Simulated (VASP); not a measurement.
# SiC (an interface model) in VASP: notebook

Runs on SiC (an interface model). Level: PBEsol. Tasks: single point.

All numbers are computed with VASP 6.6.1; they aren't measurements. Logs are shortened: lines on timing, memory, paths and dates and some standing lists are left out, and cuts for length are marked.

## 1. The cell of the first run

The cell holds layers of an interface, 24 atoms: a = 3.081 Å, b = 7.546 Å, c = 10.672 Å, α = 90.00°, β = 90.00°, γ = 90.00°.

## 2. Single point, PBEsol

Contents of INCAR:

```
SYSTEM = SiC
ALGO = Normal
EDIFF = 1E-7
ENCUT = 520
GGA = PS
ISIF = 2
ISMEAR = 0
LASPH = .True.
LCHARG = .False.
LREAL = Auto
LWAVE = .False.
NBANDS = 66
NELM = 80
PREC = Accurate
SIGMA = 0.05
```

Contents of KPOINTS:

```
k-points
0
Gamma
  10 4 3
  0 0 0
```

Contents of POSCAR:

```
SiC
1.0
    3.0807515556      0.0000000000      0.0000000000
    0.0000000000      7.5462693354      0.0000000000
    0.0000000000      0.0000000000     10.6720364395
Si C
12 12
Direct
    0.0000000000      0.0000000000      0.0000000000
    0.0000000000      0.3333333333      0.3333333333
    0.0000000000      0.6666666667      0.1666666667
    0.5000000000      0.0000000000      0.2500000000
    1.0000000000      0.7500000000      0.5000000000
    0.5000000000      0.3333333333      0.0833333333
    0.5000000000      0.6666666667      0.4166666667
    0.5000000000      0.7500000000      0.7500000000
    0.5000000000      0.0833333333      0.5833333333
    0.5000000000      0.4166666667      0.9166666667
    0.0000000000      0.0833333333      0.8333333333
    0.0000000000      0.4166666667      0.6666666667
    0.5000000000      0.7500000000      0.2500000000
    0.5000000000      0.0833333333      0.0833333333
    0.5000000000      0.4166666667      0.4166666667
    0.0000000000      0.0833333333      0.3333333333
    0.0000000000      0.4166666667      0.1666666667
    1.0000000000      0.0000000000      0.5000000000
    1.0000000000      0.3333333333      0.8333333333
    0.0000000000      0.6666666667      0.6666666667
    0.5000000000      0.0000000000      0.7500000000
    1.0000000000      0.7500000000      0.0000000000
    0.5000000000      0.3333333333      0.5833333333
    0.5000000000      0.6666666667      0.9166666667
```

Potentials or basis: VASP PAW PBE potentials, release 64 (Si, C).

On the command line:

```sh
$ cat potpaw_PBE.64/Si/POTCAR potpaw_PBE.64/C/POTCAR > POTCAR
$ mpirun -np 1 vasp_std > vasp.out
```

OUTCAR:

```text
SYSTEM = SiC
   EDIFF = 1E-7
   ENCUT = 520
   GGA = PS
   ISIF = 2
   ISMEAR = 0
   LASPH = .True.
   LREAL = Auto
   NELM = 80
   PREC = Accurate

 ion  position               nearest neighbor table
   1  0.000  0.000  0.000-  14 1.89  14 1.89  22 1.89  11 1.89   6 3.08   6 3.08   3 3.08   4 3.08
                             4 3.08
   2  0.000  0.333  0.333-  17 1.89  16 1.89  15 1.89  15 1.89   4 3.08   4 3.08   3 3.08   6 3.08
                             6 3.08   7 3.08   7 3.08
   3  0.000  0.667  0.167-  13 1.89  13 1.89  17 1.89  22 1.89   4 3.08   4 3.08   1 3.08   2 3.08
                             7 3.08   7 3.08   6 3.08   6 3.08
   4  0.500  0.000  0.250-  16 1.89  16 1.89  13 1.89  14 1.89   2 3.08   2 3.08   3 3.08   3 3.08
                             6 3.08   7 3.08   1 3.08   1 3.08
   5  0.000  0.750  0.500-   7 1.89   7 1.89  18 1.89  20 1.89   9 3.08   9 3.08  12 3.08   8 3.08
                             8 3.08
   6  0.500  0.333  0.083-  10 1.89  14 1.89  17 1.89  17 1.89   1 3.08   1 3.08   4 3.08   2 3.08
                             2 3.08   3 3.08   3 3.08
   7  0.500  0.667  0.417-   5 1.89   5 1.89  15 1.89  13 1.89   4 3.08   3 3.08   3 3.08   2 3.08
                             2 3.08
   8  0.500  0.750  0.750-  20 1.89  20 1.89  21 1.89  24 1.89  11 3.08  11 3.08  12 3.08  12 3.08
                             9 3.08  10 3.08   5 3.08   5 3.08
   9  0.500  0.083  0.583-  18 1.89  18 1.89  23 1.89  21 1.89   5 3.08   5 3.08   8 3.08  11 3.08
                            11 3.08  12 3.08  12 3.08
  10  0.500  0.417  0.917-   6 1.89  24 1.89  19 1.89  19 1.89   8 3.08  12 3.08  12 3.08  11 3.08
                            11 3.08
  11  0.000  0.083  0.833-  21 1.89  21 1.89  19 1.89   1 1.89   8 3.08   8 3.08  12 3.08   9 3.08
                             9 3.08  10 3.08  10 3.08
  12  0.000  0.417  0.667-  19 1.89  20 1.89  23 1.89  23 1.89   8 3.08   8 3.08  11 3.08   5 3.08
                            10 3.08  10 3.08   9 3.08   9 3.08
  13  0.500  0.750  0.250-   3 1.89   3 1.89   4 1.89   7 1.89
  14  0.500  0.083  0.083-   1 1.89   1 1.89   6 1.89   4 1.89
  15  0.500  0.417  0.417-  23 1.89   7 1.89   2 1.89   2 1.89
  16  0.000  0.083  0.333-   4 1.89   4 1.89   2 1.89  18 1.89
  17  0.000  0.417  0.167-   2 1.89   3 1.89   6 1.89   6 1.89
  18  0.000  0.000  0.500-   9 1.89   9 1.89   5 1.89  16 1.89
  19  0.000  0.333  0.833-  12 1.89  11 1.89  10 1.89  10 1.89
  20  0.000  0.667  0.667-   8 1.89   8 1.89  12 1.89   5 1.89
  21  0.500  0.000  0.750-  11 1.89  11 1.89   8 1.89   9 1.89
  22  0.000  0.750  0.000-  24 1.89  24 1.89   1 1.89   3 1.89
  23  0.500  0.333  0.583-  15 1.89   9 1.89  12 1.89  12 1.89
  24  0.500  0.667  0.917-  22 1.89  22 1.89  10 1.89   8 1.89

  LATTYP: Found a simple orthorhombic cell.
 ALAT       =     3.0807515556
 B/A-ratio  =     2.4494897427
 C/A-ratio  =     3.4641016151

  Lattice vectors:

 A1 = (   3.0807515556,   0.0000000000,   0.0000000000)
 A2 = (   0.0000000000,   7.5462693354,   0.0000000000)
 A3 = (   0.0000000000,   0.0000000000,  10.6720364395)

Analysis of symmetry for initial positions (statically):
=====================================================================
 Subroutine PRICEL returns:
 Original cell was already a primitive cell.

 Routine SETGRP: Setting up the symmetry group for a
 simple orthorhombic supercell.

 Subroutine GETGRP returns: Found  4 space group operations
 (whereof  2 operations were pure point group operations)
 out of a pool of  8 trial point group operations.

The static configuration has the point symmetry C_1h.
 The point group associated with its full space group is C_2h.

Analysis of symmetry for dynamics (positions and initial velocities):
=====================================================================
 Subroutine PRICEL returns:
 Original cell was already a primitive cell.

 Routine SETGRP: Setting up the symmetry group for a
 simple orthorhombic supercell.

 Subroutine GETGRP returns: Found  4 space group operations
 (whereof  2 operations were pure point group operations)
 out of a pool of  8 trial point group operations.

The dynamic configuration has the point symmetry C_1h.
 The point group associated with its full space group is C_2h.

 Subroutine INISYM returns: Found  4 space group operations
 (whereof  2 operations are pure point group operations),
 and found     1 'primitive' translations

----------------------------------------------------------------------------------------

                                     Primitive cell

  volume of cell :     248.1054

  direct lattice vectors                    reciprocal lattice vectors
     3.080751556  0.000000000  0.000000000     0.324596119  0.000000000  0.000000000
     0.000000000  7.546269335  0.000000000     0.000000000  0.132515811  0.000000000
     0.000000000  0.000000000 10.672036439     0.000000000  0.000000000  0.093702828

  length of vectors
     3.080751556  7.546269335 10.672036439     0.324596119  0.132515811  0.093702828

  position of ions in fractional coordinates (direct lattice)
     0.000000000  0.000000000  0.000000000
     0.000000000  0.333333333  0.333333333
     0.000000000  0.666666667  0.166666667
     0.500000000  0.000000000  0.250000000
     0.000000000  0.750000000  0.500000000
     0.500000000  0.333333333  0.083333333
[... 16 lines left out ...]
     0.500000000  0.333333333  0.583333333
     0.500000000  0.666666667  0.916666667

  ion indices of the primitive-cell ions
   primitive index   ion index
                 1           1
                 2           2
                 3           3
                 4           4
                 5           5
                 6           6
[... 16 lines left out ...]
                23          23
                24          24

----------------------------------------------------------------------------------------

 KPOINTS: k-points

Automatic generation of k-mesh.
 Grid dimensions read from file:
 generate k-points for:   10    4    3

 Generating k-lattice:

  Cartesian coordinates                     Fractional coordinates (reciprocal lattice)
     0.032459612  0.000000000  0.000000000     0.100000000  0.000000000  0.000000000
     0.000000000  0.033128953  0.000000000     0.000000000  0.250000000  0.000000000
     0.000000000  0.000000000  0.031234276     0.000000000  0.000000000  0.333333333

  Length of vectors
     0.032459612  0.033128953  0.031234276

  Shift w.r.t. Gamma in fractional coordinates (k-lattice)
     0.000000000  0.000000000  0.000000000

 Subroutine IBZKPT returns following result:
 ===========================================

 Found     42 irreducible k-points:

 Following reciprocal coordinates:
            Coordinates               Weight
  0.000000  0.000000  0.000000      1.000000
  0.100000  0.000000  0.000000      2.000000
  0.200000  0.000000  0.000000      2.000000
  0.300000  0.000000  0.000000      2.000000
  0.400000  0.000000  0.000000      2.000000
  0.500000  0.000000  0.000000      1.000000
[... 16 lines left out ...]
  0.400000  0.000000  0.333333      4.000000
  0.500000  0.000000  0.333333      2.000000
 [... further k-points ...]
   k-points           NKPTS =     42   k-points in BZ     NKDIM =     42   number of bands    NBANDS=     66
   number of dos      NEDOS =    301   number of ions     NIONS =     24
   total plane-waves  NPLWV = 107520
   dimension x,y,z NGX =    24 NGY =   56 NGZ =   80
   dimension x,y,z NGXF=    48 NGYF=  112 NGZF=  160
   ions per type =              12  12
   NGX,Y,Z   is equivalent  to a cutoff of  12.95, 12.34, 12.46 a.u.
   NGXF,Y,Z  is equivalent  to a cutoff of  25.90, 24.67, 24.92 a.u.
 SYSTEM =  SiC
   PREC   = accura    normal or accurate (medium, high low for compatibility)
   ISTART =      0    job   : 0-new  1-cont  2-samecut
   ICHARG =      2    charge: 1-file 2-atom 10-const
   ISPIN  =      1    spin polarized calculation?
   LNONCOLLINEAR =      F non collinear calculations
   LSORBIT =      F    spin-orbit coupling
   LASPH  =      T    aspherical Exc in radial PAW
   ENCUT  =  520.0 eV  38.22 Ry    6.18 a.u.   5.73 14.03 19.84*2*pi/ulx,y,z
   NELM   =     80;   NELMIN=  2; NELMDL= -5     # of ELM steps
   EDIFF  = 0.1E-06   stopping-criterion for ELM
   LREAL  =      T    real-space projection
   EDIFFG = 0.1E-05   stopping-criterion for IOM
   NSW    =      0    number of steps for IOM
   IBRION =     -1    ionic relax: 0-MD 1-quasi-New 2-CG
   NFREE  =      0    steps in history (QN), initial steepest desc. (CG)
   ISIF   =      2    stress and relaxation
   ISYM   =      2    0-nonsym 1-usesym 2-fastsym
   POTIM  = 0.5000    time-step for ionic-motion
   TEBEG  =    0.0;   TEEND  =   0.0 temperature during run
   PSTRESS=    0.0 pullay stress
   NELECT =      96.0000    total number of electrons
   NUPDOWN=      -1.0000    fix difference up-down
   EMIN   =  10.00;   EMAX   =-10.00  energy-range for DOS
   EFERMI =   0.00;   METHOD = LEGACY
   ISMEAR =     0;   SIGMA  =   0.05  broadening in eV -4-tet -1-fermi 0-gaus
   EFERMI_NEDOS =   21; number of points for ismear=-14 and -15
   IALGO  =     38    algorithm
   IMIX   =      4    mixing-type and parameters
     AMIX     =   0.40;   BMIX     =  1.00
     AMIX_MAG =   1.60;   BMIX_MAG =  1.00
  volume/ion in A,a.u.               =      10.34        69.76
  Fermi-wavevector in a.u.,A,eV,Ry     =   1.192943  2.254336 19.362639  1.423114
  Thomas-Fermi vector in A             =   2.328970
   LORBIT       =      0    0 simple, 1 ext, 2 COOP (PROOUT), +10 PAW based schemes
   GGA     = PS    functional components
   LHFCALC =     F    Hartree Fock is set to
   AEXX    =    0.0000 exact exchange contribution
   IVDW    =     0    specifies the selected vdW correction
   LEPSILON=     F    determine dielectric tensor
   LRPA    =     F    only Hartree local field effects (RPA)
 non-spin polarized calculation
 Gauss-broadening in eV      SIGMA  =   0.05
  energy-cutoff  :      520.00
  volume of cell :      248.11
 maximum number of plane-waves:      6724
   NGX = 11   NGY = 29   NGZ = 39

 number of electron      95.9999995 magnetization

 Free energy of the ion-electron system (eV)
  ---------------------------------------------------
  ext. energy  EPLUGINS =         0.00000000
  ---------------------------------------------------
  free energy    TOTEN  =      -175.90904116 eV

  energy without entropy =     -175.90904079  energy(sigma->0) =     -175.90904098

 E-fermi :   9.7197     XC(G=0): -11.5125

 val. band max:        9.5856084847   @ k =   0.0000   0.0000   0.0000
 cond. band min:       9.8595659051   @ k =   0.5000   0.0000   0.0000
 fundamental gap:      0.2739574204
 Fermi energy:         9.7196817008

 k-point     1 :       0.0000    0.0000    0.0000
  band No.  band energies     occupation
      1      -7.4118      2.00000
      2      -6.3823      2.00000
      3      -6.2701      2.00000
      4      -5.3637      2.00000
      5      -5.3321      2.00000
      6      -4.4642      2.00000
[... 52 lines left out ...]
     59      13.1019      0.00000
     60      13.3167      0.00000

 k-point     2 :       0.1000    0.0000    0.0000
  band No.  band energies     occupation
      1      -7.2806      2.00000
      2      -6.2564      2.00000
      3      -6.1439      2.00000
      4      -5.2415      2.00000
      5      -5.2109      2.00000
      6      -4.3498      2.00000
[... 1375 lines left out ...]
     59      12.8725      0.00000
     60      13.0142      0.00000

 k-point    24 :       0.5000    0.0000    0.3333
  band No.  band energies     occupation
      1      -4.2939      2.00000
      2      -4.2939      2.00000
      3      -4.0432      2.00000
      4      -4.0432      2.00000
      5      -3.3300      2.00000
      6      -3.3300      2.00000
[... 52 lines left out ...]
     59      12.7639      0.00000
     60      12.7639      0.00000

 [... further k-points ...]

 [bands above 60 left out]

------------------------ aborting loop because EDIFF is reached ----------------------------------------

  FORCE on cell =-STRESS in cart. coord.  units (eV):
  Direction    XX          YY          ZZ          XY          YZ          ZX
  --------------------------------------------------------------------------------------
  -------------------------------------------------------------------------------------
  Total       25.9653422     14.1299149     36.1692667      0.0000000     -6.4238830      0.0000000
  in kB      167.6750158     91.2460034    233.5683587      0.0000000    -41.4831690      0.0000000
  external PRESSURE =     164.1631260 kB  Pullay stress =       0.0000000 kB

 VOLUME and BASIS-vectors are now :
 -----------------------------------------------------------------------------
  energy-cutoff  :      520.00
  volume of cell :      248.11
      direct lattice vectors                 reciprocal lattice vectors
     3.080751556  0.000000000  0.000000000     0.324596119  0.000000000  0.000000000
     0.000000000  7.546269335  0.000000000     0.000000000  0.132515811  0.000000000
     0.000000000  0.000000000 10.672036439     0.000000000  0.000000000  0.093702828

 POSITION                                       TOTAL-FORCE (eV/Angst)
 -----------------------------------------------------------------------------------
      0.00000      0.00000      0.00000         0.000000     -3.660732      9.796472
      0.00000      2.51542      3.55735         0.000000     -0.247932      0.872333
      0.00000      5.03085      1.77867         0.000000     -0.168093     -0.052940
      1.54038      0.00000      2.66801         0.000000     -0.134814      0.589270
      0.00000      5.65970      5.33602         0.000000      6.907437      9.405038
      1.54038      2.51542      0.88934         0.000000     -3.484203     10.134570
[... 16 lines left out ...]
      1.54038      2.51542      6.22535         0.000000      0.682742     -1.692235
      1.54038      5.03085      9.78270         0.000000      1.759305      1.970840
 -----------------------------------------------------------------------------------
    total drift:                                0.000000      0.000001      0.000003

  FREE ENERGIE OF THE ION-ELECTRON SYSTEM (eV)
  ---------------------------------------------------
  free  energy   TOTEN  =      -175.9090411606 eV

  energy  without entropy=     -175.9090407917  energy(sigma->0) =     -175.90904098
```

It took 14 min on 1 thread of AMD EPYC 7R43 (Zen 3), shared host; peak memory 0.52 GiB.

What came out:

```
Free energy   : -175.9090 eV
Pressure      : 16.4 GPa
Largest force : 11.669 eV/Å
```

Forces in eV/Å, atoms in the order of the input:
```
Si    0.000  -3.661   9.796
Si    0.000  -0.248   0.872
Si    0.000  -0.168  -0.053
Si    0.000  -0.135   0.589
Si    0.000   6.907   9.405
Si    0.000  -3.484  10.135
Si    0.000  -6.907  -9.405
Si    0.000   0.168   0.053
Si    0.000   0.248  -0.872
Si    0.000   3.661  -9.796
Si    0.000   3.484 -10.135
Si    0.000   0.135  -0.589
C     0.000   0.116  -0.841
C     0.000  -0.283   0.525
C     0.000  -1.264   1.762
C     0.000  -0.683   1.692
C     0.000   0.046   0.401
C     0.000   1.264  -1.762
C     0.000   0.283  -0.525
C     0.000  -0.116   0.841
C     0.000  -0.046  -0.401
C     0.000  -1.759  -1.971
C     0.000   0.683  -1.692
C     0.000   1.759   1.971
```

Stress tensor (GPa, compression positive):
```
16.77  0.00  0.00
 0.00  9.12 -4.15
 0.00 -4.15 23.36
```

Levels at points of the mesh, in eV from the Fermi level:
| k point | band 44 | band 45 | band 46 | band 47 | band 48 | band 49 | band 50 | band 51 | band 52 | band 53 |
| --- | --- | --- | --- | --- | --- | --- | --- | --- | --- | --- |
| (0.00, 0.00, 0.00) | -2.24 | -1.87 | -1.38 | -0.88 | -0.13 | 0.21 | 0.36 | 1.32 | 1.93 | 1.95 |
| (0.50, 0.00, 0.00) | -3.54 | -3.43 | -3.43 | -2.65 | -2.65 | 0.14 | 0.14 | 0.73 | 0.73 | 2.01 |
| (0.00, 0.50, 0.00) | -2.32 | -1.73 | -1.57 | -1.55 | -0.21 | 0.34 | 1.11 | 1.12 | 1.53 | 1.67 |
| (0.50, 0.50, 0.00) | -3.97 | -2.67 | -2.67 | -2.40 | -2.40 | 0.68 | 0.68 | 1.03 | 1.03 | 2.28 |

Caveat: the PAW data sets were made with another functional, which shifts forces and pressure a little.

(Continued in part 2 of 2.)
